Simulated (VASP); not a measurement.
# Ti3PO2 (P-3m1) in VASP: a series of runs

Ti3PO2 is run at these levels: LDA; tasks: single point.

Everything below comes from runs of VASP 6.6.1. Logs are shortened: lines on timing, memory, paths and dates and some standing lists are left out, and cuts for length are marked.

**1. The cell of the first run**

It takes space group P-3m1 (No. 164, trigonal). The conventional cell has a = 3.119 Å, b = 3.119 Å, c = 7.887 Å, α = 90.00°, β = 90.00°, γ = 120.00°. Ti (site symmetry 3m) has 3 O at 2.16 Å and 3 P at 2.43 Å and 9 Ti at 2.93 to 3.12 Å within 3.2 Å. Ti (site symmetry -3m) has 6 O at 2.12 Å within 2.8 Å. P (site symmetry -3m) has 6 Ti at 2.43 Å and 6 P at 3.12 Å within 3.2 Å. Within 2.9 Å of O (site symmetry 3m) lie 6 Ti at 2.12 to 2.16 Å and 3 O at 2.88 Å.

**2. Single point, LDA**

Contents of INCAR:

```
SYSTEM = Ti3PO2
ALGO = Normal
EDIFF = 1E-6
ENCUT = 520
GGA = CA
ISIF = 2
ISMEAR = 1
LASPH = .TRUE.
LCHARG = .TRUE.
LELF = .TRUE.
LREAL = .FALSE.
LVHAR = .TRUE.
LWAVE = .FALSE.
NBANDS = 36
NELM = 80
PREC = Accurate
SIGMA = 0.1
```

Contents of KPOINTS:

```
k-points
0
G
  8 8 3
  0 0 0
```

Contents of POSCAR:

```
Ti3PO2
1.0
    3.1186300969      0.0000000000      0.0000000000
   -1.5593150534      2.7008128878      0.0000000000
    0.0000000000      0.0000000000      7.8868147086
Ti P O
3 1 2
Direct
    0.3333333333      0.6666666667      0.7067560000
    0.6666666667      0.3333333333      0.2932440000
    0.0000000000      0.0000000000      0.0000000000
    0.0000000000      0.0000000000      0.5000000000
    0.3333333333      0.6666666667      0.1422570000
    0.6666666667      0.3333333333      0.8577430000
```

Potentials or basis: VASP PAW LDA potentials, release 64 (Ti_sv, P, O).

The run is started by

```console
> cat potpaw_LDA.64/Ti_sv/POTCAR potpaw_LDA.64/P/POTCAR potpaw_LDA.64/O/POTCAR > POTCAR
> mpirun -np 1 vasp_std > vasp.out
```

OUTCAR:

```text
SYSTEM = Ti3PO2
   EDIFF = 1E-6
   ENCUT = 520
   GGA = CA
   ISIF = 2
   ISMEAR = 1
   LASPH = .TRUE.
   LREAL = .FALSE.
   NELM = 80
   PREC = Accurate

 ion  position               nearest neighbor table
   1  0.333  0.667  0.707-   6 2.16   6 2.16   6 2.16   4 2.43   4 2.43   4 2.43
   2  0.667  0.333  0.293-   5 2.16   5 2.16   5 2.16   4 2.43   4 2.43   4 2.43
   3  0.000  0.000  0.000-   6 2.12   5 2.12   6 2.12   5 2.12   5 2.12   6 2.12
   4  0.000  0.000  0.500-   2 2.43   1 2.43   2 2.43   1 2.43   1 2.43   2 2.43
   5  0.333  0.667  0.142-   3 2.12   3 2.12   3 2.12   2 2.16   2 2.16   2 2.16
   6  0.667  0.333  0.858-   3 2.12   3 2.12   3 2.12   1 2.16   1 2.16   1 2.16

  LATTYP: Found a hexagonal cell.
 ALAT       =     3.1186300969
 C/A-ratio  =     2.5289356107

  Lattice vectors:

 A1 = (   3.1186300969,   0.0000000000,   0.0000000000)
 A2 = (  -1.5593150534,   2.7008128878,   0.0000000000)
 A3 = (   0.0000000000,   0.0000000000,   7.8868147086)

Analysis of symmetry for initial positions (statically):
=====================================================================
 Subroutine PRICEL returns:
 Original cell was already a primitive cell.

 Routine SETGRP: Setting up the symmetry group for a
 hexagonal supercell.

 Subroutine GETGRP returns: Found 12 space group operations
 (whereof 12 operations were pure point group operations)
 out of a pool of 24 trial point group operations.

The static configuration has the point symmetry D_3d.

Analysis of symmetry for dynamics (positions and initial velocities):
=====================================================================
 Subroutine PRICEL returns:
 Original cell was already a primitive cell.

 Routine SETGRP: Setting up the symmetry group for a
 hexagonal supercell.

 Subroutine GETGRP returns: Found 12 space group operations
 (whereof 12 operations were pure point group operations)
 out of a pool of 24 trial point group operations.

The dynamic configuration has the point symmetry D_3d.

 Subroutine INISYM returns: Found 12 space group operations
 (whereof 12 operations are pure point group operations),
 and found     1 'primitive' translations

----------------------------------------------------------------------------------------

                                     Primitive cell

  volume of cell :      66.4293
[... 92 lines left out ...]
   LSORBIT =      F    spin-orbit coupling
   LASPH  =      T    aspherical Exc in radial PAW
   ENCUT  =  520.0 eV  38.22 Ry    6.18 a.u.   5.80  5.80 14.66*2*pi/ulx,y,z
   NELM   =     80;   NELMIN=  2; NELMDL= -5     # of ELM steps
   EDIFF  = 0.1E-05   stopping-criterion for ELM
   LREAL  =      F    real-space projection
   EDIFFG = 0.1E-04   stopping-criterion for IOM
   NSW    =      0    number of steps for IOM
   IBRION =     -1    ionic relax: 0-MD 1-quasi-New 2-CG
   NFREE  =      0    steps in history (QN), initial steepest desc. (CG)
   ISIF   =      2    stress and relaxation
   ISYM   =      2    0-nonsym 1-usesym 2-fastsym
   POTIM  = 0.5000    time-step for ionic-motion
   TEBEG  =    0.0;   TEEND  =   0.0 temperature during run
   PSTRESS=    0.0 pullay stress
   NELECT =      53.0000    total number of electrons
   NUPDOWN=      -1.0000    fix difference up-down
   EMIN   =  10.00;   EMAX   =-10.00  energy-range for DOS
   EFERMI =   0.00;   METHOD = LEGACY
   ISMEAR =     1;   SIGMA  =   0.10  broadening in eV -4-tet -1-fermi 0-gaus
   EFERMI_NEDOS =   21; number of points for ismear=-14 and -15
   IALGO  =     38    algorithm
   IMIX   =      4    mixing-type and parameters
     AMIX     =   0.40;   BMIX     =  1.00
     AMIX_MAG =   1.60;   BMIX_MAG =  1.00
  volume/ion in A,a.u.               =      11.07        74.71
  Fermi-wavevector in a.u.,A,eV,Ry     =   1.518379  2.869320 31.367879  2.305474
  Thomas-Fermi vector in A             =   2.627507
   LORBIT       =      0    0 simple, 1 ext, 2 COOP (PROOUT), +10 PAW based schemes
   GGA     = CA    functional components
   LHFCALC =     F    Hartree Fock is set to
   AEXX    =    0.0000 exact exchange contribution
   IVDW    =     0    specifies the selected vdW correction
   LEPSILON=     F    determine dielectric tensor
   LRPA    =     F    only Hartree local field effects (RPA)
 non-spin polarized calculation
 Methfessel and Paxton  Order N= 1 SIGMA  =   0.10
  energy-cutoff  :      520.00
  volume of cell :       66.43
 maximum number of plane-waves:      1800
 NGX is ok and might be reduce to    24
   NGX = 11   NGY = 11   NGZ = 29

 number of electron      52.9999988 magnetization

 Free energy of the ion-electron system (eV)
  ---------------------------------------------------
  ext. energy  EPLUGINS =         0.00000000
  ---------------------------------------------------
  free energy    TOTEN  =       -55.17120810 eV

  energy without entropy =      -55.16976627  energy(sigma->0) =      -55.17072749

 E-fermi :  11.2372     XC(G=0): -12.8492

 val. band max:       11.2365555487   @ k =   0.1250   0.1250   0.3333
 cond. band min:      11.2412872360   @ k =   0.2500  -0.0000   0.0000
 fundamental gap:      0.0047316873
 Fermi energy:        11.2372490443

 k-point     1 :       0.0000    0.0000    0.0000
  band No.  band energies     occupation
      1     -46.1089      2.00000
      2     -45.5587      2.00000
      3     -45.5579      2.00000
      4     -22.9806      2.00000
      5     -22.6776      2.00000
      6     -22.6776      2.00000
[... 925 lines left out ...]
     35      13.5653      0.00000
     36      13.8936      0.00000

 [... further k-points ...]
[... 5 lines left out ...]
  --------------------------------------------------------------------------------------
  -------------------------------------------------------------------------------------
  Total       -1.4883603     -1.4883603     -0.9950272      0.0000000      0.0000000     -0.0000000
  in kB      -35.8970427    -35.8970427    -23.9985796      0.0000001      0.0000000     -0.0000000
  external PRESSURE =     -31.9308883 kB  Pullay stress =       0.0000000 kB

 VOLUME and BASIS-vectors are now :
 -----------------------------------------------------------------------------
  energy-cutoff  :      520.00
  volume of cell :       66.43
      direct lattice vectors                 reciprocal lattice vectors
     3.118630097  0.000000000  0.000000000     0.320653610  0.185129449  0.000000000
    -1.559315053  2.700812888  0.000000000     0.000000000  0.370258897  0.000000000
     0.000000000  0.000000000  7.886814709     0.000000000  0.000000000  0.126793901

 POSITION                                       TOTAL-FORCE (eV/Angst)
 -----------------------------------------------------------------------------------
     -0.00000      1.80054      5.57405        -0.000000     -0.000000      0.343642
      1.55932      0.90027      2.31276         0.000000      0.000000     -0.343642
      0.00000      0.00000      0.00000        -0.000000      0.000000      0.000000
      0.00000      0.00000      3.94341        -0.000000      0.000000      0.000000
     -0.00000      1.80054      1.12195         0.000000     -0.000000      0.032764
      1.55932      0.90027      6.76486        -0.000000      0.000000     -0.032764
 -----------------------------------------------------------------------------------
    total drift:                                0.000000     -0.000000      0.000000

  FREE ENERGIE OF THE ION-ELECTRON SYSTEM (eV)
  ---------------------------------------------------
  free  energy   TOTEN  =       -55.1712080977 eV

  energy  without entropy=      -55.1697662739  energy(sigma->0) =      -55.17072749
```

Run time: 1.9 min. Hardware: 1 thread of Intel Xeon Platinum 8375C at 2.90GHz (Ice Lake), shared host; peak memory 0.18 GiB.

Results:

| Item | Value |
| --- | --- |
| Free energy | -55.1712 eV |
| Pressure | -3.2 GPa |
| Largest force | 0.344 eV/Å |
| Band gap on the k mesh | zero (an odd number of electrons rules out a gap without spin polarisation) |

Forces on the atoms (eV/Å):
```
Ti   0.000  0.000  0.344
Ti   0.000  0.000 -0.344
Ti   0.000  0.000  0.000
P    0.000  0.000  0.000
O    0.000  0.000  0.033
O    0.000  0.000 -0.033
```

Caveat: the cell stands under tension; an odd number of electrons without spin polarisation forces a metal; a magnetic or distorted state may lie lower.

**3. Single point, LDA**

This run uses another cell than the first one, of 11.42 Å³/atom.

Contents of INCAR:

```
PREC     = Accurate       # precision mode
ENCUT    = 520            # plane-wave cutoff, eV
EDIFF    = 1E-6           # SCF threshold, eV
ISMEAR   = 1              # smearing method
SIGMA    = 0.1            # smearing width, eV
LREAL    = F              # projectors in reciprocal space
LASPH    = T              # aspherical terms in the spheres
NELM     = 100            # most SCF steps
ALGO     = Normal         # electronic algorithm
ISIF     = 2              # what is computed and relaxed
LWAVE    = F              # write WAVECAR
LCHARG   = T              # write CHGCAR
LELF     = T              # ELF
LVHAR    = T            
NBANDS   = 36             # bands
```

Contents of KPOINTS:

```
Automatic mesh
0
Gamma
  8 8 3
```

POSCAR: that of step 2 with these lines changed.

```diff
@@ -2,5 +2,5 @@
 1.0
-    3.1186300969      0.0000000000      0.0000000000
-   -1.5593150534      2.7008128878      0.0000000000
-    0.0000000000      0.0000000000      7.8868147086
+    3.1511181652      0.0000000000      0.0000000000
+   -1.5755590876      2.7289483802      0.0000000000
+    0.0000000000      0.0000000000      7.9689749413
 Ti P O
```

Potentials or basis: VASP PAW LDA potentials, release 64 (Ti_sv, P, O).

The run is started by

```console
> cat potpaw_LDA.64/Ti_sv/POTCAR potpaw_LDA.64/P/POTCAR potpaw_LDA.64/O/POTCAR > POTCAR
> mpirun -np 1 vasp_std > vasp.out
```

It took 2 min on 1 thread of Intel Xeon Platinum 8375C at 2.90GHz (Ice Lake), shared host; peak memory 0.18 GiB.

The run converged. Its results:

```yaml
Free_energy: -55.0919 eV
Pressure: -9.1 GPa
Largest_force: 0.303 eV/Å
Band_gap_on_the_k_mesh: zero (an odd number of electrons rules out a gap without spin polarisation)
```

Forces in eV/Å, atoms in the order of the input:
```
Ti   0.000  0.000  0.303
Ti   0.000  0.000 -0.303
Ti   0.000  0.000  0.000
P    0.000  0.000  0.000
O    0.000  0.000 -0.005
O    0.000  0.000  0.005
```

Stress tensor (GPa, compression positive):
```
-9.34  0.00  0.00
 0.00 -9.34  0.00
 0.00  0.00 -8.62
```

Levels at points of the mesh, in eV from the Fermi level:
```
           k point  band 22  band 23  band 24  band 25  band 26  band 27  band 28  band 29  band 30  band 31
(0.00, 0.00, 0.00)    -3.61    -0.92    -0.92    -0.88    -0.70    -0.70    -0.04     0.16     0.16     0.19
(0.50, 0.00, 0.00)    -5.73    -3.86    -3.04    -1.86    -0.48     0.33     0.69     0.72     1.21     1.46
```

Caveat: the cell stands under tension; an odd number of electrons without spin polarisation forces a metal; a magnetic or distorted state may lie lower.
